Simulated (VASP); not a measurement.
Wanted: the native input for a VASP 6.6.1 run.

```
Task                   : relaxation of cell and atoms
Functional             : PBEsol
Potentials or basis    : VASP PAW PBE potentials, release 64 (Hf_pv, O)
Cutoff                 : 600 eV
k mesh                 : 4 × 4 × 4
Occupations            : gaussian, width 0.01 eV
Spin                   : no spin polarisation
Dipole correction      : no
Further INCAR settings : ALGO = Normal; EDIFF = 1e-06; IBRION = 2; EDIFFG = -0.004; NSW = 100; ISIF = 3
```

The structure of HfO2 lies in POSCAR:

```
HfO2
1.0
    5.0897536228      0.0354122775      0.0354122775
    0.0354122775      5.0897536228      0.0354122775
    0.0354122775      0.0354122775      5.0897536228
Hf O
4 8
Direct
    0.9908950274      0.9908950274      0.9908950274
    0.0325686676      0.4937443704      0.5351849673
    0.5351849673      0.0325686676      0.4937443704
    0.4937443704      0.5351849673      0.0325686676
    0.1640210553      0.1640210553      0.1640210553
    0.2528469745      0.3027753007      0.6672091775
    0.3027753007      0.6672091775      0.2528469745
    0.2335640196      0.7736389996      0.8043377294
    0.6672091775      0.2528469745      0.3027753007
    0.8043377294      0.2335640196      0.7736389996
    0.7736389996      0.8043377294      0.2335640196
    0.7332240999      0.7332240999      0.7332240999
```

The input as run:

INCAR

```
PREC = Accurate
ENCUT = 600
EDIFF = 1E-6
ISMEAR = 0
SIGMA = 0.01
LREAL = F
LASPH = T
NELM = 100
ALGO = Normal
ISIF = 3
LWAVE = F
LCHARG = F
GGA = PS
IBRION = 2
NSW = 100
EDIFFG = -0.004
```

KPOINTS

```
regular mesh
0
Gamma
  4 4 4
```

Potentials or basis: VASP PAW PBE potentials, release 64 (Hf_pv, O).

Launch:

```console
$ cat potpaw_PBE.64/Hf_pv/POTCAR potpaw_PBE.64/O/POTCAR > POTCAR
$ mpirun -np 1 vasp_std > vasp.out
```

It gave:

* Relaxed volume: 10.68 Å³/atom
* Relaxed cell: a = 5.041 Å, b = 5.041 Å, c = 5.041 Å, α = 90.01°, β = 90.01°, γ = 90.01°
* Space group after relaxing (to 0.1 Å): P-43m (No. 215)
* Pressure after relaxing: 0.0 GPa
* Largest force after relaxing: 0.003 eV/Å
* Band gap on the k mesh: 4.36 eV (least direct gap 4.42 eV)

Caveat: the PAW data sets were made with another functional, which shifts forces and pressure a little; spin-orbit coupling is left out, which moves the levels of the heavy elements.

It took 24 min on 1 thread of Intel(R) Xeon(R) 6975P-C (Granite Rapids), on a shared host, peak memory 0.34 GiB.
